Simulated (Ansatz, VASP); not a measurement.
One calculation of Pd, two programs

The input INCAR:

```
SYSTEM = Pd
ALGO = Normal ; EDIFF = 1E-7
ENCUT = 520 ; GGA = PS
ISIF = 2 ; ISMEAR = 0
LASPH = .True. ; LCHARG = .False.
LREAL = .False. ; LWAVE = .False.
NBANDS = 11 ; NELM = 80
PREC = Accurate ; SIGMA = 0.15
```

Contents of KPOINTS:

```
k-points
0
Gamma
  20 20 20
  0 0 0
```

The input POSCAR:

```
Pd
1.0
    0.0000000000      1.7893080000      2.1004920000
    1.7893080000      0.0000000000      2.1004920000
    1.7893080000      1.7893080000      0.0000000000
Pd
1
Direct
    0.0000000000      0.0000000000      0.0000000000
```

Input for Ansatz:

```yaml
crystal:
  lattice:
    - [0.0, 1.789308, 2.100492]
    - [1.789308, 0.0, 2.100492]
    - [1.789308, 1.789308, 0.0]
  atoms:
    - { symbol: Pd, position: [0.0, 0.0, 0.0] }
basis:
  ecutwfc: 420
kpoints:
  mp_grid: { grid: [20, 20, 20] }
hamiltonian:
  xc: pbesol
scf:
  occupations: { method: gaussian, width: 0.15 }
output:
  forces: true
  stress: true
  eigenvalues: true
```

Change from the starting cell: strain -0.080 along x and y, +0.080 along z, atoms carried along.

Alike in both runs: task single point; functional PBEsol; k mesh 20 × 20 × 20; occupations gaussian, width 0.15 eV; no spin polarisation.

|  | VASP | Ansatz |
| --- | --- | --- |
| version | VASP 6.6.1 | Ansatz 0.2.0 |
| potentials or method | VASP PAW PBE potentials, release 64 (Pd), cutoff 520 eV | scalar-relativistic, plane waves, PAW |
| valence electrons in the cell | 10 | 18 |

```csv
,VASP,Ansatz,Ansatz less VASP
gap on the k mesh at the Fermi level (eV),none,none,-
pressure (GPa),22.4,22.9,+0.52
"traceless stress, the component that is largest in VASP (GPa)",-15.11,-15.35,-0.243
```

VASP's potentials were made for PBE, not for PBEsol. A gap of «none» marks a metal or a gap that the smearing closes. VASP's potentials hold 10 valence electrons a cell and Ansatz's 18, so a difference there can come from the potentials and not from the codes.
